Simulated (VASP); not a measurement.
**CuI: single point with LDA**

Crystal: CuI.

```
I Cu
1.0
     4.00670    0.00000    0.00000
     0.00000    4.00670    0.00000
     0.00000    0.00000    6.41772
I Cu
2 2
Direct
  0.00000 0.50000 0.74303
  0.50000 0.00000 0.25697
  0.00000 0.00000 0.00000
  0.50000 0.50000 0.00000
```

```json
{
 "Program": "VASP 6.6.1",
 "Task": "single point",
 "Functional": "LDA",
 "Potentials or basis": "VASP PAW LDA potentials, release 64 (I, Cu)",
 "Cutoff": "520 eV",
 "k mesh": "7 × 7 × 4",
 "Occupations": "fermi-dirac, width 0.05 eV",
 "Spin": "no spin polarisation",
 "Dipole correction": "no",
 "Further INCAR settings": "ALGO = Normal; EDIFF = 1e-06; NBANDS = 26"
}
```

```yaml
Pressure: -0.5 GPa
Largest_force: 0.092 eV/Å
Band_gap_on_the_k_mesh: 1.56 eV
```

Forces in eV/Å, atoms in the order of the input:
```
I    0.000  0.000 -0.092
I    0.000  0.000  0.092
Cu   0.000  0.000  0.000
Cu   0.000  0.000  0.000
```

Stress tensor (GPa, compression positive):
```
-0.62  0.00  0.00
 0.00 -0.62  0.00
 0.00  0.00 -0.26
```

Levels at points of the mesh, in eV from the valence-band top:
| k point | band 16 | band 17 | band 18 | band 19 | band 20 | band 21 |
| --- | --- | --- | --- | --- | --- | --- |
| (0.00, 0.00, 0.00) | -0.88 | 0.00 | 0.00 | 1.56 | 2.98 | 3.21 |
| (0.00, 0.00, 0.50) | -1.43 | -0.34 | -0.34 | 3.20 | 3.37 | 3.40 |

Run time: 120 s on 1 thread of Intel Xeon 8259CL, with other jobs on the host, peak memory 0.21 GiB.

Caveat: spin-orbit coupling is left out, which moves the levels of the heavy elements.
